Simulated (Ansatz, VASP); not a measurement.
# One calculation of K3RuW, two programs

```
K Ru W
1.0
     4.16262    0.00000    0.00000
    -2.08131    3.60494    0.00000
     0.00000    0.00000   13.77793
K Ru W
3 1 1
Cartesian
  0.0000 2.4033 2.6959
  0.0000 2.4033 11.0820
  2.0813 1.2016 6.8890
  2.0813 1.2016 0.0000
  0.0000 0.0000 0.0000
```

Alike in both runs: functional PBE; k mesh 4 × 4 × 2; occupations gaussian, width 0.2 eV; no spin polarisation.

Ansatz relaxed the structure, and its values are those at the end. VASP's run is a single point on that final structure, the one shown.

|  | VASP | Ansatz |
| --- | --- | --- |
| version | VASP 6.6.1 | Ansatz 0.2.0 |
| potentials or method | VASP PAW PBE potentials, release 64 (K_sv, Ru_pv, W_sv), cutoff 520 eV | scalar-relativistic, plane waves, PAW |
| valence electrons in the cell | 55 | 57 |

```csv
,VASP,Ansatz,Ansatz less VASP
gap on the k mesh at the Fermi level (eV),none,none,-
pressure (GPa),0.2,0.2,-0.03
rms of the force components (eV/Å),0.005,0.005,-0.0006
```

A gap of «none» marks a metal or a gap that the smearing closes. The functional is the same, so the differences come from potentials, cutoffs and numerics. VASP's potentials hold 55 valence electrons a cell and Ansatz's 57, so a difference there can come from the potentials and not from the codes.

The k mesh is coarse, so the values compare programs but aren't converged. Spin-orbit coupling is off throughout.
